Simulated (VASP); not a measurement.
**TiPt3: single point with PBEsol**

Crystal: TiPt3.

```
Ti Pt
1.0
     3.87760    0.00000    0.00000
     0.00000    3.87760    0.00000
     0.00000    0.00000    3.87760
Ti Pt
1 3
Direct
  0.00000 0.00000 0.00000
  0.50000 0.50000 0.00000
  0.50000 0.00000 0.50000
  0.00000 0.50000 0.50000
```

This cell differs from its parent crystal: Os replaced by Pt, lengths x 0.976, strained.

```
Program             : VASP 6.6.1
Task                : single point
Functional          : PBEsol
Potentials or basis : VASP PAW PBE potentials, release 64 (Ti_sv, Pt)
Cutoff              : 500 eV
k mesh              : 12 × 12 × 12
Occupations         : gaussian, width 0.1 eV
Spin                : no spin polarisation
```

```json
{"Pressure": "4.4 GPa", "Band gap on the k mesh": "zero (bands 21 and 22 overlap by 1.88 eV)"}
```

Levels at points of the mesh, in eV from the Fermi level:
| k point | band 17 | band 18 | band 19 | band 20 | band 21 | band 22 | band 23 | band 24 | band 25 | band 26 |
| --- | --- | --- | --- | --- | --- | --- | --- | --- | --- | --- |
| (0.00, 0.00, 0.00) | -0.50 | 0.08 | 0.08 | 0.08 | 1.45 | 1.45 | 1.55 | 1.55 | 1.55 | 2.11 |
| (0.50, 0.00, 0.00) | -2.72 | -2.72 | -2.66 | -1.38 | -0.21 | -0.21 | 0.08 | 0.46 | 0.80 | 2.08 |
| (0.50, 0.50, 0.00) | -3.18 | -3.18 | -2.54 | -2.33 | -2.30 | 0.23 | 0.23 | 0.37 | 1.55 | 1.55 |
| (0.50, 0.50, 0.50) | -1.08 | -0.75 | -0.75 | -0.75 | -0.43 | -0.43 | -0.43 | 1.26 | 1.26 | 1.26 |

Wall time 110 s on 1 thread of Intel(R) Xeon(R) Platinum 8259CL CPU @ 2.50GHz (Skylake/Cascade Lake), with other jobs on the host, peak memory 0.24 GiB.

Caveat: the cell differs from its parent crystal (Os replaced by Pt, lengths x 0.976, strained); the cell stands under pressure; the PAW data sets were made with another functional, which shifts forces and pressure a little; spin-orbit coupling is left out, which moves the levels of the heavy elements.
